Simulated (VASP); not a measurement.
# Ni (Im-3m) in VASP: notebook, part 2 of 3

VASP 6.6.1. The steps go on from the part before.

## Step 3: Single point, PBE, collinear spin, ferromagnetic start

Input file INCAR:

```
ALGO = Fast
EDIFF = 1E-7
ENCUT = 520
GGA = PE
ISIF = 2
ISMEAR = 0
ISPIN = 2
LASPH = True
LCHARG = False
LMAXMIX = 4
LORBIT = 11
LREAL = False
LWAVE = False
MAGMOM = 1
NBANDS = 15
NELM = 150
PREC = Accurate
SIGMA = 0.011
```

Input file KPOINTS:

```
k-points
0
Gamma
  13 13 13
```

Input file POSCAR:

```
Ni
1.0
   -1.3837154700      1.3837154700      1.3837154700
    1.3837154700     -1.3837154700      1.3837154700
    1.3837154700      1.3837154700     -1.3837154700
Ni
1
Direct
    0.0000000000      0.0000000000      0.0000000000
```

Potentials or basis: VASP PAW PBE potentials, release 64 (Ni).

Run with:

```bash
cat potpaw_PBE.64/Ni/POTCAR > POTCAR
mpirun -np 1 vasp_std > vasp.out
```

OUTCAR:

```text
EDIFF = 1E-7
   ENCUT = 520
   GGA = PE
   ISIF = 2
   ISMEAR = 0
   ISPIN = 2
   LASPH = True
   LORBIT = 11
   LREAL = False
   NELM = 150
   PREC = Accurate

 ion  position               nearest neighbor table
   1  0.000  0.000  0.000-

  LATTYP: Found a body centered cubic cell.
 ALAT       =     2.7674309400

  Lattice vectors:

 A1 = (  -1.3837154700,   1.3837154700,   1.3837154700)
 A2 = (   1.3837154700,  -1.3837154700,   1.3837154700)
 A3 = (   1.3837154700,   1.3837154700,  -1.3837154700)

Analysis of symmetry for initial positions (statically):
=====================================================================
 Subroutine PRICEL returns:
 Original cell was already a primitive cell.

 Routine SETGRP: Setting up the symmetry group for a
 body centered cubic supercell.

 Subroutine GETGRP returns: Found 48 space group operations
 (whereof 48 operations were pure point group operations)
 out of a pool of 48 trial point group operations.

The static configuration has the point symmetry O_h .

Analysis of symmetry for dynamics (positions and initial velocities):
=====================================================================
 Subroutine PRICEL returns:
 Original cell was already a primitive cell.

 Routine SETGRP: Setting up the symmetry group for a
 body centered cubic supercell.

 Subroutine GETGRP returns: Found 48 space group operations
 (whereof 48 operations were pure point group operations)
 out of a pool of 48 trial point group operations.

The dynamic configuration has the point symmetry O_h .

Analysis of structural, dynamic, and magnetic symmetry:
=====================================================================
 Subroutine PRICEL returns:
 Original cell was already a primitive cell.

 Routine SETGRP: Setting up the symmetry group for a
 body centered cubic supercell.

 Subroutine GETGRP returns: Found 48 space group operations
 (whereof 48 operations were pure point group operations)
 out of a pool of 48 trial point group operations.

The overall configuration has the point symmetry O_h .

 Subroutine INISYM returns: Found 48 space group operations
 (whereof 48 operations are pure point group operations),
 and found     1 'primitive' translations

----------------------------------------------------------------------------------------

                                     Primitive cell

  volume of cell :      10.5974

  direct lattice vectors                    reciprocal lattice vectors
    -1.383715470  1.383715470  1.383715470     0.000000000  0.361345964  0.361345964
     1.383715470 -1.383715470  1.383715470     0.361345964  0.000000000  0.361345964
     1.383715470  1.383715470 -1.383715470     0.361345964  0.361345964  0.000000000

  length of vectors
     2.396665497  2.396665497  2.396665497     0.511020363  0.511020363  0.511020363

  position of ions in fractional coordinates (direct lattice)
     0.000000000  0.000000000  0.000000000

  ion indices of the primitive-cell ions
   primitive index   ion index
                 1           1

----------------------------------------------------------------------------------------

 KPOINTS: k-points

Automatic generation of k-mesh.
 Grid dimensions read from file:
 generate k-points for:   13   13   13

[... 66 lines left out ...]
   NSW    =      0    number of steps for IOM
   IBRION =     -1    ionic relax: 0-MD 1-quasi-New 2-CG
   NFREE  =      0    steps in history (QN), initial steepest desc. (CG)
   ISIF   =      2    stress and relaxation
   ISYM   =      2    0-nonsym 1-usesym 2-fastsym
   POTIM  = 0.5000    time-step for ionic-motion
   TEBEG  =    0.0;   TEEND  =   0.0 temperature during run
   PSTRESS=    0.0 pullay stress
   NELECT =      10.0000    total number of electrons
   NUPDOWN=      -1.0000    fix difference up-down
   EMIN   =  10.00;   EMAX   =-10.00  energy-range for DOS
   EFERMI =   0.00;   METHOD = LEGACY
   ISMEAR =     0;   SIGMA  =   0.01  broadening in eV -4-tet -1-fermi 0-gaus
   EFERMI_NEDOS =   21; number of points for ismear=-14 and -15
   IALGO  =     68    algorithm
   IMIX   =      4    mixing-type and parameters
     AMIX     =   0.40;   BMIX     =  1.00
     AMIX_MAG =   1.60;   BMIX_MAG =  1.00
  volume/ion in A,a.u.               =      10.60        71.51
  Fermi-wavevector in a.u.,A,eV,Ry     =   1.605738  3.034405 35.081190  2.578395
  Thomas-Fermi vector in A             =   2.702037
   LORBIT       =     11    0 simple, 1 ext, 2 COOP (PROOUT), +10 PAW based schemes
   GGA     = PE    functional components
   LHFCALC =     F    Hartree Fock is set to
   AEXX    =    0.0000 exact exchange contribution
   IVDW    =     0    specifies the selected vdW correction
   LEPSILON=     F    determine dielectric tensor
   LRPA    =     F    only Hartree local field effects (RPA)
 spin polarized calculation
 RMM-DIIS sequential band-by-band and
 Gauss-broadening in eV      SIGMA  =   0.01
  energy-cutoff  :      520.00
  volume of cell :       10.60
 maximum number of plane-waves:       321
 NGX is ok and might be reduce to    18
   NGX =  9   NGY =  9   NGZ =  9

 number of electron      10.0000004 magnetization       0.5925689

 Free energy of the ion-electron system (eV)
  ---------------------------------------------------
  ext. energy  EPLUGINS =         0.00000000
  ---------------------------------------------------
  free energy    TOTEN  =        -5.36593243 eV

  energy without entropy =       -5.36580965  energy(sigma->0) =       -5.36587104

 E-fermi :   9.6177     XC(G=0): -13.4067

 val. band max:        9.6169753719   @ k =  -0.3077   0.3846   0.0769
 cond. band min:       9.6242394546   @ k =  -0.2308   0.3077   0.0769
 fundamental gap:      0.0072640827
 Fermi energy:         9.6177048674

 spin component 1

 k-point     1 :       0.0000    0.0000    0.0000
  band No.  band energies     occupation
      1       0.5468      1.00000
      2       7.2433      1.00000
      3       7.2433      1.00000
      4       7.2433      1.00000
      5       8.7152      1.00000
      6       8.7152      1.00000
      7      36.3487      0.00000
      8      36.3487      0.00000
      9      36.3487      0.00000
     10      41.4273      0.00000
     11      41.4273      0.00000
     12      42.6679      0.00000
     13      42.6679      0.00000
     14      42.6679      0.00000
[... 403 lines left out ...]
      4       8.5854      1.00000
      5       8.7951      1.00000
      6       9.3627      1.00000
      7      22.9885      0.00000
      8      27.6291      0.00000
      9      29.0599      0.00000
     10      37.8770      0.00000
     11      41.5279      0.00000
     12      44.2418      0.00000
     13      46.2384      0.00000
     14      49.8088      0.00000
     15      52.8204      0.00000

 [... further k-points ...]

 spin component 2

 k-point     1 :       0.0000    0.0000    0.0000
  band No.  band energies     occupation
      1       0.5520      1.00000
      2       7.9562      1.00000
      3       7.9562      1.00000
      4       7.9562      1.00000
      5       9.2236      1.00000
      6       9.2236      1.00000
      7      36.2681      0.00000
      8      36.2681      0.00000
      9      36.2681      0.00000
     10      41.3716      0.00000
     11      41.3716      0.00000
     12      42.8699      0.00000
     13      42.8699      0.00000
     14      42.8699      0.00000
[... 403 lines left out ...]
      4       9.1448      1.00000
      5       9.3181      1.00000
      6      10.0810      0.00000
      7      23.1566      0.00000
      8      27.6998      0.00000
      9      29.2084      0.00000
     10      37.8749      0.00000
     11      41.6310      0.00000
     12      44.2694      0.00000
     13      46.2896      0.00000
     14      49.8925      0.00000
     15      52.9305      0.00000

 [... further k-points ...]
[... 5 lines left out ...]
  --------------------------------------------------------------------------------------
  -------------------------------------------------------------------------------------
  Total        0.5008955      0.5008955      0.5008955      0.0000000      0.0000000      0.0000000
  in kB       75.7281414     75.7281414     75.7281414      0.0000000      0.0000000      0.0000000
  external PRESSURE =      75.7281414 kB  Pullay stress =       0.0000000 kB

 VOLUME and BASIS-vectors are now :
 -----------------------------------------------------------------------------
  energy-cutoff  :      520.00
  volume of cell :       10.60
      direct lattice vectors                 reciprocal lattice vectors
    -1.383715470  1.383715470  1.383715470     0.000000000  0.361345964  0.361345964
     1.383715470 -1.383715470  1.383715470     0.361345964  0.000000000  0.361345964
     1.383715470  1.383715470 -1.383715470     0.361345964  0.361345964  0.000000000

 POSITION                                       TOTAL-FORCE (eV/Angst)
 -----------------------------------------------------------------------------------
      0.00000      0.00000      0.00000        -0.000000     -0.000000     -0.000000
 -----------------------------------------------------------------------------------
    total drift:                                0.000000      0.000000      0.000000

  FREE ENERGIE OF THE ION-ELECTRON SYSTEM (eV)
  ---------------------------------------------------
  free  energy   TOTEN  =        -5.3659324280 eV

  energy  without entropy=       -5.3658096470  energy(sigma->0) =       -5.36587104

 total charge

# of ion       s       p       d       tot
------------------------------------------
    1        0.503   0.513   8.346   9.362

 magnetization (x)

# of ion       s       p       d       tot
------------------------------------------
    1       -0.003  -0.012   0.612   0.597
```

It took 12 s on 1 thread of Intel Xeon 6975P-C (Granite Rapids), shared host; peak memory 0.14 GiB.

What came out:

- Free energy: -5.3659 eV
- Pressure: 7.6 GPa
- Net moment: 0.59 μB per cell
- Site moments: Ni +0.60 μB
- Valence electrons inside the program's atomic spheres: Ni 9.36

Levels at points of the mesh, in eV from the Fermi level:
Spin up:
```csv
k point,band 1,band 2,band 3,band 4,band 5,band 6,band 7,band 8,band 9,band 10
"(0.00, 0.00, 0.00)",-9.07,-2.37,-2.37,-2.37,-0.90,-0.90,26.73,26.73,26.73,31.81
```
Spin down:
| k point | band 1 | band 2 | band 3 | band 4 | band 5 | band 6 | band 7 | band 8 | band 9 | band 10 |
| --- | --- | --- | --- | --- | --- | --- | --- | --- | --- | --- |
| (0.00, 0.00, 0.00) | -9.07 | -1.66 | -1.66 | -1.66 | -0.39 | -0.39 | 26.65 | 26.65 | 26.65 | 31.75 |

(Part 2 of 3 ends here.)
